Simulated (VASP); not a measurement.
# TaN (P-6m2) in VASP: notebook, part 3 of 3

VASP 6.6.1.

### Step 4. Single point, PBE

Contents of INCAR:

```
ALGO = Normal
EDIFF = 1E-6
ENCUT = 600
GGA = PE
GGA_COMPAT = False
ISIF = 2
ISMEAR = 0
LASPH = True
LCHARG = True
LELF = True
LREAL = False
LVHAR = True
LWAVE = False
NBANDS = 15
NELM = 120
PREC = Accurate
SIGMA = 0.025
```

Contents of KPOINTS:

```
k-points
0
Gamma
  12 12 10
```

Contents of POSCAR:

```
TaN
1.0
    2.9380000000      0.0000000000      0.0000000000
   -1.4690000000      2.5443826363      0.0000000000
    0.0000000000      0.0000000000      2.8830000000
Ta N
1 1
Direct
    0.0000000000      0.0000000000      0.5000000000
    0.6666666667      0.3333333333      0.0000000000
```

Potentials or basis: VASP PAW PBE potentials, release 64 (Ta_pv, N).

On the command line:

```
> cat potpaw_PBE.64/Ta_pv/POTCAR potpaw_PBE.64/N/POTCAR > POTCAR
> mpirun -np 1 vasp_std > vasp.out
```

OUTCAR:

```text
EDIFF = 1E-6
   ENCUT = 600
   GGA = PE
   ISIF = 2
   ISMEAR = 0
   LASPH = True
   LREAL = False
   NELM = 120
   PREC = Accurate

 ion  position               nearest neighbor table
   1  0.000  0.000  0.500-   2 2.23   2 2.23   2 2.23   2 2.23   2 2.23   2 2.23
   2  0.667  0.333  0.000-   1 2.23   1 2.23   1 2.23   1 2.23   1 2.23   1 2.23

  LATTYP: Found a hexagonal cell.
 ALAT       =     2.9380000000
 C/A-ratio  =     0.9812797822

  Lattice vectors:

 A1 = (   2.9380000000,   0.0000000000,   0.0000000000)
 A2 = (  -1.4690000000,   2.5443826363,   0.0000000000)
 A3 = (   0.0000000000,   0.0000000000,   2.8830000000)

Analysis of symmetry for initial positions (statically):
=====================================================================
 Subroutine PRICEL returns:
 Original cell was already a primitive cell.

 Routine SETGRP: Setting up the symmetry group for a
 hexagonal supercell.

 Subroutine GETGRP returns: Found 12 space group operations
 (whereof 12 operations were pure point group operations)
 out of a pool of 24 trial point group operations.

The static configuration has the point symmetry D_3h.

Analysis of symmetry for dynamics (positions and initial velocities):
=====================================================================
 Subroutine PRICEL returns:
 Original cell was already a primitive cell.

 Routine SETGRP: Setting up the symmetry group for a
 hexagonal supercell.

 Subroutine GETGRP returns: Found 12 space group operations
 (whereof 12 operations were pure point group operations)
 out of a pool of 24 trial point group operations.

The dynamic configuration has the point symmetry D_3h.

 Subroutine INISYM returns: Found 12 space group operations
 (whereof 12 operations are pure point group operations),
 and found     1 'primitive' translations

----------------------------------------------------------------------------------------

                                     Primitive cell

  volume of cell :      21.5516

  direct lattice vectors                    reciprocal lattice vectors
     2.938000000  0.000000000  0.000000000     0.340367597  0.196511324  0.000000000
    -1.469000000  2.544382636  0.000000000     0.000000000  0.393022648  0.000000000
     0.000000000  0.000000000  2.883000000     0.000000000  0.000000000  0.346860909

  length of vectors
     2.938000000  2.938000000  2.883000000     0.393022648  0.393022648  0.346860909

  position of ions in fractional coordinates (direct lattice)
     0.000000000  0.000000000  0.500000000
     0.666666667  0.333333333  0.000000000

  ion indices of the primitive-cell ions
   primitive index   ion index
                 1           1
                 2           2

----------------------------------------------------------------------------------------

 KPOINTS: k-points

Automatic generation of k-mesh.
 Grid dimensions read from file:
 generate k-points for:   12   12   10

 Generating k-lattice:

  Cartesian coordinates                     Fractional coordinates (reciprocal lattice)
     0.028363966  0.016375944  0.000000000     0.083333333 -0.000000000  0.000000000
     0.000000000  0.032751887  0.000000000     0.000000000  0.083333333  0.000000000
     0.000000000  0.000000000  0.034686091     0.000000000  0.000000000  0.100000000
[... 40 lines left out ...]
   number of dos      NEDOS =    301   number of ions     NIONS =      2
   total plane-waves  NPLWV =  13824
   dimension x,y,z NGX =    24 NGY =   24 NGZ =   24
   dimension x,y,z NGXF=    48 NGYF=   48 NGZF=   48
   ions per type =               1   1
   NGX,Y,Z   is equivalent  to a cutoff of  13.58, 13.58, 13.84 a.u.
   NGXF,Y,Z  is equivalent  to a cutoff of  27.16, 27.16, 27.68 a.u.
 SYSTEM =  unknown system
   PREC   = accura    normal or accurate (medium, high low for compatibility)
   ISTART =      0    job   : 0-new  1-cont  2-samecut
   ICHARG =      2    charge: 1-file 2-atom 10-const
   ISPIN  =      1    spin polarized calculation?
   LNONCOLLINEAR =      F non collinear calculations
   LSORBIT =      F    spin-orbit coupling
   LASPH  =      T    aspherical Exc in radial PAW
   ENCUT  =  600.0 eV  44.10 Ry    6.64 a.u.   5.87  5.87  5.76*2*pi/ulx,y,z
   NELM   =    120;   NELMIN=  2; NELMDL= -5     # of ELM steps
   EDIFF  = 0.1E-05   stopping-criterion for ELM
   LREAL  =      F    real-space projection
   EDIFFG = 0.1E-04   stopping-criterion for IOM
   NSW    =      0    number of steps for IOM
   IBRION =     -1    ionic relax: 0-MD 1-quasi-New 2-CG
   NFREE  =      0    steps in history (QN), initial steepest desc. (CG)
   ISIF   =      2    stress and relaxation
   ISYM   =      2    0-nonsym 1-usesym 2-fastsym
   POTIM  = 0.5000    time-step for ionic-motion
   TEBEG  =    0.0;   TEEND  =   0.0 temperature during run
   PSTRESS=    0.0 pullay stress
   NELECT =      16.0000    total number of electrons
   NUPDOWN=      -1.0000    fix difference up-down
   EMIN   =  10.00;   EMAX   =-10.00  energy-range for DOS
   EFERMI =   0.00;   METHOD = LEGACY
   ISMEAR =     0;   SIGMA  =   0.03  broadening in eV -4-tet -1-fermi 0-gaus
   EFERMI_NEDOS =   21; number of points for ismear=-14 and -15
   IALGO  =     38    algorithm
   IMIX   =      4    mixing-type and parameters
     AMIX     =   0.40;   BMIX     =  1.00
     AMIX_MAG =   1.60;   BMIX_MAG =  1.00
  volume/ion in A,a.u.               =      10.78        72.72
  Fermi-wavevector in a.u.,A,eV,Ry     =   1.482365  2.801264 29.897531  2.197407
  Thomas-Fermi vector in A             =   2.596160
   LORBIT       =      0    0 simple, 1 ext, 2 COOP (PROOUT), +10 PAW based schemes
   GGA     = PE    functional components
   LHFCALC =     F    Hartree Fock is set to
   AEXX    =    0.0000 exact exchange contribution
   IVDW    =     0    specifies the selected vdW correction
   LEPSILON=     F    determine dielectric tensor
   LRPA    =     F    only Hartree local field effects (RPA)
 non-spin polarized calculation
 Gauss-broadening in eV      SIGMA  =   0.03
  energy-cutoff  :      600.00
  volume of cell :       21.55
 maximum number of plane-waves:       732
 NGX is ok and might be reduce to    24
   NGX = 11   NGY = 11   NGZ = 11

 number of electron      16.0000001 magnetization

 Free energy of the ion-electron system (eV)
  ---------------------------------------------------
  ext. energy  EPLUGINS =         0.00000000
  ---------------------------------------------------
  free energy    TOTEN  =       -22.44277160 eV

  energy without entropy =      -22.44274608  energy(sigma->0) =      -22.44275884

 E-fermi :   8.3763     XC(G=0): -13.3459

 val. band max:        8.2575251294   @ k =   0.0000   0.0000   0.4000
 cond. band min:       8.3784993078   @ k =   0.3333   0.3333   0.0000
 fundamental gap:      0.1209741783
 Fermi energy:         8.3762892445

 k-point     1 :       0.0000    0.0000    0.0000
  band No.  band energies     occupation
      1     -26.5931      2.00000
      2     -26.3288      2.00000
      3     -26.3288      2.00000
      4      -9.5280      2.00000
      5       3.6896      2.00000
      6       3.6896      2.00000
      7       4.0464      2.00000
      8       5.3262      2.00000
      9      10.4655      0.00000
     10      11.8396      0.00000
     11      11.8396      0.00000
     12      12.2591      0.00000
     13      12.2591      0.00000
     14      21.3560      0.00000
[... 401 lines left out ...]
      2     -26.5701      2.00000
      3     -26.4955      2.00000
      4      -7.7940      2.00000
      5       0.7039      2.00000
      6       3.2273      2.00000
      7       4.5900      2.00000
      8       5.5489      2.00000
      9      10.9073      0.00000
     10      11.2421      0.00000
     11      12.8112      0.00000
     12      13.2700      0.00000
     13      15.3395      0.00000
     14      21.3994      0.00000
     15      21.6522      0.00000

 [... further k-points ...]

------------------------ aborting loop because EDIFF is reached ----------------------------------------

  FORCE on cell =-STRESS in cart. coord.  units (eV):
  Direction    XX          YY          ZZ          XY          YZ          ZX
  --------------------------------------------------------------------------------------
  -------------------------------------------------------------------------------------
  Total        0.6551186      0.6551186      0.8214947      0.0000000     -0.0000000      0.0000000
  in kB       48.7025433     48.7025433     61.0712072      0.0000000     -0.0000000      0.0000000
  external PRESSURE =      52.8254312 kB  Pullay stress =       0.0000000 kB

 VOLUME and BASIS-vectors are now :
 -----------------------------------------------------------------------------
  energy-cutoff  :      600.00
  volume of cell :       21.55
      direct lattice vectors                 reciprocal lattice vectors
     2.938000000  0.000000000  0.000000000     0.340367597  0.196511324  0.000000000
    -1.469000000  2.544382636  0.000000000     0.000000000  0.393022648  0.000000000
     0.000000000  0.000000000  2.883000000     0.000000000  0.000000000  0.346860909

 POSITION                                       TOTAL-FORCE (eV/Angst)
 -----------------------------------------------------------------------------------
      0.00000      0.00000      1.44150        -0.000000      0.000000      0.000000
      1.46900      0.84813      0.00000         0.000000      0.000000      0.000000
 -----------------------------------------------------------------------------------
    total drift:                               -0.000000      0.000000      0.000000

  FREE ENERGIE OF THE ION-ELECTRON SYSTEM (eV)
  ---------------------------------------------------
  free  energy   TOTEN  =       -22.4427716016 eV

  energy  without entropy=      -22.4427460839  energy(sigma->0) =      -22.44275884
```

It took 25 s on 1 thread of AMD EPYC 7R13 (Zen 3), shared host; peak memory 0.14 GiB.

What came out:

```
Free energy            : -22.4428 eV
Pressure               : 5.3 GPa
Band gap on the k mesh : zero (bands 8 and 9 overlap by 0.50 eV)
```

Stress tensor (GPa, compression positive):
```
4.87 0.00 0.00
0.00 4.87 0.00
0.00 0.00 6.11
```

Levels at points of the mesh, in eV from the Fermi level:
| k point | band 4 | band 5 | band 6 | band 7 | band 8 | band 9 | band 10 | band 11 | band 12 | band 13 |
| --- | --- | --- | --- | --- | --- | --- | --- | --- | --- | --- |
| (0.00, 0.00, 0.00) | -17.90 | -4.69 | -4.69 | -4.33 | -3.05 | 2.09 | 3.46 | 3.46 | 3.88 | 3.88 |
| (0.50, 0.00, 0.00) | -15.62 | -8.41 | -5.31 | -3.60 | -3.31 | 2.89 | 3.90 | 5.10 | 5.18 | 7.32 |
| (0.00, 0.00, 0.50) | -15.26 | -9.47 | -3.87 | -3.87 | -0.21 | -0.21 | 2.28 | 3.21 | 3.21 | 8.08 |
| (0.50, 0.00, 0.50) | -15.92 | -7.45 | -6.31 | -5.81 | -0.49 | 4.04 | 5.23 | 5.92 | 6.96 | 10.07 |

Caveat: the cell stands under pressure; spin-orbit coupling is left out, which moves the levels of the heavy elements.

### Step 5. Summary

```csv
smearing,gap on the mesh (eV),pressure (GPa)
gaussian 0.1 eV,none,5.3
gaussian 0.05 eV,none,5.3
gaussian 0.025 eV,none,5.3
```

Alike in all rows: task single point; level PBE; potentials or basis VASP PAW PBE potentials, release 64 (Ta_pv, N); no spin polarisation; cell as given; k mesh 12 × 12 × 10; cutoff (eV) 600.

Caveats: the cell stands under pressure; spin-orbit coupling is left out, which moves the levels of the heavy elements.

Total energies depend on the potentials used, so only differences within one code and one set of settings carry meaning.
